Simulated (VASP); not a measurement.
Wanted: the native input for a VASP 6.6.1 run.

- Task: relaxation of cell and atoms
- Functional: r2SCAN
- Potentials or basis: VASP PAW PBE potentials, release 64 (Cu)
- Cutoff: 600 eV
- k mesh: 26 × 26 × 26
- Occupations: fermi-dirac, width 0.1 eV
- Spin: no spin polarisation
- Dipole correction: no
- Further INCAR settings: ALGO = Normal; EDIFF = 1e-06; IBRION = 2; EDIFFG = -0.002; NSW = 100; ISIF = 3

Crystal: Cu.

```
Cu
1.0
     0.00000    1.80750    1.80750
     1.80750    0.00000    1.80750
     1.80750    1.80750    0.00000
Cu
1
Direct
  0.00000 0.00000 0.00000
```

The input as run:

POSCAR

```
Cu
1.0
    0.0000000000      1.8075000000      1.8075000000
    1.8075000000      0.0000000000      1.8075000000
    1.8075000000      1.8075000000      0.0000000000
Cu
1
Direct
    0.0000000000      0.0000000000      0.0000000000
```

INCAR.step1

```
SYSTEM = Cu
ALGO = Normal
EDIFF = 1E-4
ENCUT = 600
GGA = PE
ISMEAR = -1
LASPH = .TRUE.
LCHARG = .FALSE.
LREAL = .FALSE.
LWAVE = .TRUE.
NELM = 100
PREC = Accurate
SIGMA = 0.1
```

INCAR.step2

```
SYSTEM = Cu
ALGO = Normal
EDIFF = 1E-6
EDIFFG = -0.002
ENCUT = 600
IBRION = 2
ISIF = 3
ISMEAR = -1
ISTART = 1
LASPH = .TRUE.
LCHARG = .FALSE.
LMIXTAU = .TRUE.
LREAL = .FALSE.
LWAVE = .FALSE.
METAGGA = R2SCAN
NELM = 100
NSW = 100
PREC = Accurate
SIGMA = 0.1
```

KPOINTS

```
k-points
0
G
  26 26 26
  0 0 0
```

Potentials or basis: VASP PAW PBE potentials, release 64 (Cu).

Run with:

```sh
$ cat potpaw_PBE.64/Cu/POTCAR > POTCAR
$ cp INCAR.step1 INCAR
$ mpirun -np 1 vasp_std > vasp.out
$ cp INCAR.step2 INCAR
$ mpirun -np 1 vasp_std > vasp.out
```

Results of the run:

```yaml
Relaxed_volume: 11.48 Å³/atom
Relaxed_cell: a = 2.532 Å, b = 2.532 Å, c = 2.532 Å, α = 60.00°, β = 60.00°, γ = 60.00°
Space_group_after_relaxing_to_0.1_Å: Fm-3m (No. 225)
Energy_gained_by_relaxing: 4.3 meV/atom
Ionic_steps: 4
Pressure_after_relaxing: 0.0 GPa
Band_gap_on_the_k_mesh: zero (an odd number of electrons rules out a gap without spin polarisation)
```

Caveat: the PAW data sets were made with another functional, which shifts forces and pressure a little.

Run time: 4.4 min on 1 thread of Intel(R) Xeon(R) 6975P-C (Granite Rapids), on a shared host, peak memory 0.2 GiB.
